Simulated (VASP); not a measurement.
Here is a VASP 6.6.1 calculation.

The input INCAR:

```
SYSTEM = Pt
PREC = Accurate ; ENCUT = 520
EDIFF = 1E-6 ; ISMEAR = 0
SIGMA = 0.15 ; LREAL = .False.
LASPH = .True. ; NELM = 100
ALGO = Normal ; ISIF = 2
LWAVE = .False. ; LCHARG = .True.
GGA = PE ; LELF = .True.
LVHAR = .True. ; NBANDS = 11
```

KPOINTS

```
Automatic mesh
0
Gamma
  22 22 22
  0 0 0
```

Contents of POSCAR:

```
Pt
1.0
   -1.5842200000      1.5842200000      1.4574824000
    1.5842200000     -1.5842200000      1.4574824000
    1.5842200000      1.5842200000     -1.4574824000
Pt
1
Direct
    0.0000000000      0.0000000000      0.0000000000
```

Potentials or basis: VASP PAW PBE potentials, release 64 (Pt).

The run is started by

```sh
$ cat potpaw_PBE.64/Pt/POTCAR > POTCAR
$ mpirun -np 1 vasp_std > vasp.out
```

Q: Estimate the pressure.

A: 22.3 GPa.

Q: Predict the band gap on the k mesh.

A: Zero (band 5 reaches 12.78 eV, above the bottom of band 6 at 10.32 eV).

Stress tensor (GPa, compression positive):
```
25.55  0.00  0.00
 0.00 25.55  0.00
 0.00  0.00 15.85
```

Caveat: the cell differs from its parent crystal (strain +0.000 along x and y, -0.080 along z); spin-orbit coupling is left out, which moves the levels of the heavy elements.
